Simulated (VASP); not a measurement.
# Al3GaAs4 (P-4m2) in VASP: further runs, part 3 of 3

VASP 6.6.1. Earlier steps stand in the parts before.

**6. Single point, PBE**

Input file INCAR:

```
PREC = Accurate
ENCUT = 520
EDIFF = 1E-6
ISMEAR = 0
SIGMA = 0.02
LREAL = False
LASPH = True
NELM = 100
ALGO = Normal
ISIF = 2
LWAVE = False
LCHARG = False
GGA = PE
NBANDS = 31
```

Input file KPOINTS:

```
Automatic mesh
0
Gamma
  8 8 4
```

Input file POSCAR:

```
Al3GaAs4
1.0
    4.0554811000      0.0000000000      0.0000000000
    0.0000000000      4.0554811000      0.0000000000
    0.0000000000      0.0000000000     11.4558324000
Al Ga As
3 1 4
Direct
    0.0000000000      0.0000000000      0.7497630000
    0.0000000000      0.0000000000      0.2502370000
    0.5000000000      0.5000000000      0.5000000000
    0.5000000000      0.5000000000      0.0000000000
    0.5000000000      0.0000000000      0.8741310000
    0.0000000000      0.5000000000      0.1258690000
    0.5000000000      0.0000000000      0.3751050000
    0.0000000000      0.5000000000      0.6248950000
```

Potentials or basis: VASP PAW PBE potentials, release 64 (Al, Ga_d, As).

On the command line:

```bash
> cat potpaw_PBE.64/Al/POTCAR potpaw_PBE.64/Ga_d/POTCAR potpaw_PBE.64/As/POTCAR > POTCAR
> mpirun -np 1 vasp_std > vasp.out
```

OUTCAR:

```text
PREC = Accurate
   ENCUT = 520
   EDIFF = 1E-6
   ISMEAR = 0
   LREAL = False
   LASPH = True
   NELM = 100
   ISIF = 2
   GGA = PE

 ion  position               nearest neighbor table
   1  0.000  0.000  0.750-   5 2.48   5 2.48   8 2.48   8 2.48
   2  0.000  0.000  0.250-   6 2.48   6 2.48   7 2.48   7 2.48
   3  0.500  0.500  0.500-   7 2.48   8 2.48   7 2.48   8 2.48
   4  0.500  0.500  0.000-   5 2.49   6 2.49   5 2.49   6 2.49
   5  0.500  0.000  0.874-   1 2.48   1 2.48   4 2.49   4 2.49
   6  0.000  0.500  0.126-   2 2.48   2 2.48   4 2.49   4 2.49
   7  0.500  0.000  0.375-   2 2.48   2 2.48   3 2.48   3 2.48
   8  0.000  0.500  0.625-   1 2.48   1 2.48   3 2.48   3 2.48

  LATTYP: Found a simple tetragonal cell.
 ALAT       =     4.0554811000
 C/A-ratio  =     2.8247776571

  Lattice vectors:

 A1 = (   4.0554811000,   0.0000000000,   0.0000000000)
 A2 = (   0.0000000000,   4.0554811000,   0.0000000000)
 A3 = (   0.0000000000,   0.0000000000,  11.4558324000)

Analysis of symmetry for initial positions (statically):
=====================================================================
 Subroutine PRICEL returns:
 Original cell was already a primitive cell.

 Routine SETGRP: Setting up the symmetry group for a
 simple tetragonal supercell.

 Subroutine GETGRP returns: Found  8 space group operations
 (whereof  8 operations were pure point group operations)
 out of a pool of 16 trial point group operations.

The static configuration has the point symmetry D_2d.

Analysis of symmetry for dynamics (positions and initial velocities):
=====================================================================
 Subroutine PRICEL returns:
 Original cell was already a primitive cell.

 Routine SETGRP: Setting up the symmetry group for a
[... 139 lines left out ...]
  volume/ion in A,a.u.               =      23.55       158.93
  Fermi-wavevector in a.u.,A,eV,Ry     =   0.992630  1.875799 13.406019  0.985315
  Thomas-Fermi vector in A             =   2.124455
   LORBIT       =      0    0 simple, 1 ext, 2 COOP (PROOUT), +10 PAW based schemes
   GGA     = PE    functional components
   LHFCALC =     F    Hartree Fock is set to
   AEXX    =    0.0000 exact exchange contribution
   IVDW    =     0    specifies the selected vdW correction
   LEPSILON=     F    determine dielectric tensor
   LRPA    =     F    only Hartree local field effects (RPA)
 non-spin polarized calculation
 Gauss-broadening in eV      SIGMA  =   0.02
  energy-cutoff  :      520.00
  volume of cell :      188.41
 maximum number of plane-waves:      5122
   NGX = 15   NGY = 15   NGZ = 43

 number of electron      42.0000026 magnetization

 Free energy of the ion-electron system (eV)
  ---------------------------------------------------
  ext. energy  EPLUGINS =         0.00000000
  ---------------------------------------------------
  free energy    TOTEN  =       -36.42590525 eV

  energy without entropy =      -36.42590525  energy(sigma->0) =      -36.42590525

 E-fermi :   3.6813     XC(G=0):  -9.0219

 val. band max:        3.5676633817   @ k =   0.0000   0.0000   0.0000
 cond. band min:       4.8389410939   @ k =   0.0000   0.0000   0.0000
 fundamental gap:      1.2712777122
 Fermi energy:         3.6813491692

 k-point     1 :       0.0000    0.0000    0.0000
  band No.  band energies     occupation
      1     -10.9221      2.00000
      2     -10.8546      2.00000
      3     -10.8546      2.00000
      4     -10.8171      2.00000
      5     -10.8012      2.00000
      6      -8.2980      2.00000
[... 805 lines left out ...]
     30       8.7805      0.00000
     31       8.8648      0.00000

 [... further k-points ...]

------------------------ aborting loop because EDIFF is reached ----------------------------------------

  FORCE on cell =-STRESS in cart. coord.  units (eV):
  Direction    XX          YY          ZZ          XY          YZ          ZX
  --------------------------------------------------------------------------------------
  -------------------------------------------------------------------------------------
  Total        0.1809127      0.1809127      0.1909627      0.0000000      0.0000000      0.0000000
  in kB        1.5383962      1.5383962      1.6238568      0.0000000      0.0000000      0.0000000
  external PRESSURE =       1.5668831 kB  Pullay stress =       0.0000000 kB

 VOLUME and BASIS-vectors are now :
 -----------------------------------------------------------------------------
  energy-cutoff  :      520.00
  volume of cell :      188.41
      direct lattice vectors                 reciprocal lattice vectors
     4.055481100  0.000000000  0.000000000     0.246579869  0.000000000  0.000000000
     0.000000000  4.055481100  0.000000000     0.000000000  0.246579869  0.000000000
     0.000000000  0.000000000 11.455832400     0.000000000  0.000000000  0.087291780

 POSITION                                       TOTAL-FORCE (eV/Angst)
 -----------------------------------------------------------------------------------
      0.00000      0.00000      8.58916         0.000000      0.000000     -0.000515
      0.00000      0.00000      2.86667        -0.000000      0.000000      0.000515
      2.02774      2.02774      5.72792         0.000000      0.000000      0.000000
      2.02774      2.02774      0.00000         0.000000     -0.000000      0.000000
      2.02774      0.00000     10.01390         0.000000      0.000000     -0.004430
      0.00000      2.02774      1.44193        -0.000000      0.000000      0.004430
      2.02774      0.00000      4.29714         0.000000      0.000000     -0.000118
      0.00000      2.02774      7.15869         0.000000      0.000000      0.000118
 -----------------------------------------------------------------------------------
    total drift:                                0.000000      0.000000      0.000000

  FREE ENERGIE OF THE ION-ELECTRON SYSTEM (eV)
  ---------------------------------------------------
  free  energy   TOTEN  =       -36.4259052515 eV

  energy  without entropy=      -36.4259052515  energy(sigma->0) =      -36.42590525
```

OSZICAR:

```text
N       E                     dE             d eps       ncg     rms          rms(c)
DAV:   1     0.234925544596E+03    0.23493E+03   -0.16843E+04  2797   0.130E+03
DAV:   2    -0.690597879244E+01   -0.24183E+03   -0.22739E+03  3093   0.295E+02
DAV:   3    -0.360657777003E+02   -0.29160E+02   -0.28611E+02  3372   0.924E+01
DAV:   4    -0.372036369783E+02   -0.11379E+01   -0.11344E+01  3645   0.194E+01
DAV:   5    -0.372257264385E+02   -0.22089E-01   -0.22083E-01  3473   0.256E+00    0.610E+00
DAV:   6    -0.365246214126E+02    0.70111E+00   -0.11003E+00  3657   0.798E+00    0.350E+00
DAV:   7    -0.364238111877E+02    0.10081E+00   -0.67562E-01  3355   0.302E+00    0.115E+00
DAV:   8    -0.364244228005E+02   -0.61161E-03   -0.59978E-02  3379   0.203E+00    0.222E-01
DAV:   9    -0.364253644558E+02   -0.94166E-03   -0.59873E-03  3774   0.883E-01    0.105E-01
DAV:  10    -0.364256675304E+02   -0.30307E-03   -0.56173E-04  3322   0.143E-01    0.564E-02
DAV:  11    -0.364258959399E+02   -0.22841E-03   -0.33896E-04  3326   0.117E-01    0.131E-02
DAV:  12    -0.364259019018E+02   -0.59619E-05   -0.22139E-05  3777   0.298E-02    0.647E-03
DAV:  13    -0.364259047049E+02   -0.28031E-05   -0.73808E-06  3276   0.126E-02    0.333E-03
DAV:  14    -0.364259052515E+02   -0.54662E-06   -0.38367E-07  2102   0.433E-03
   1 F= -.36425905E+02 E0= -.36425905E+02  d E =-.817964E-18
```

stdout:

```text
POSCAR found type information on POSCAR AlGaAs
 POSCAR found :  3 types and       8 ions
 scaLAPACK will be used
 LDA part: xc-table for (Slater+PW92), standard interpolation
 POSCAR, INCAR and KPOINTS ok, starting setup
 FFT: planning ... GRIDC
 FFT: planning ... GRID_SOFT
 FFT: planning ... GRID
 WAVECAR not read
 entering main loop
```

It took 4.8 min on 1 thread of Oxide Virtual Turin-like, shared host; peak memory 0.39 GiB.

Results:

| Property | Result |
| --- | --- |
| Free energy | -36.4259 eV |
| Pressure | 0.2 GPa |
| Largest force | 0.004 eV/Å |
| Band gap on the k mesh | 1.27 eV, direct |

Forces in eV/Å, atoms in the order of the input:
```
Al   0.000  0.000 -0.001
Al   0.000  0.000  0.001
Al   0.000  0.000  0.000
Ga   0.000  0.000  0.000
As   0.000  0.000 -0.004
As   0.000  0.000  0.004
As   0.000  0.000  0.000
As   0.000  0.000  0.000
```

A k mesh can miss the band edges.

**7. Summary**

```tsv
cell	k mesh	smearing	gap on the mesh (eV)	pressure (GPa)
a = 4.055, b = 4.055, c = 11.456 Å, 8 atoms	4 × 4 × 2	gaussian 0.1 eV	1.27	0.2
a = 4.055, b = 4.055, c = 11.456 Å, 8 atoms	8 × 8 × 4	gaussian 0.02 eV	1.27	0.2
a = 4.055, b = 4.055, c = 11.457 Å, 8 atoms	8 × 8 × 4	gaussian 0.01 eV	1.27	0.2
```

Alike in all rows: task single point; level PBE; potentials or basis VASP PAW PBE potentials, release 64 (Al, Ga_d, As); no spin polarisation; cutoff (eV) 520.

On the cell as given the gap runs from 1.27 eV (PBE) to 1.27 eV (PBE); the meshes differ, which moves gaps too.

Total energies depend on the potentials used, so only differences within one code and one set of settings carry meaning.
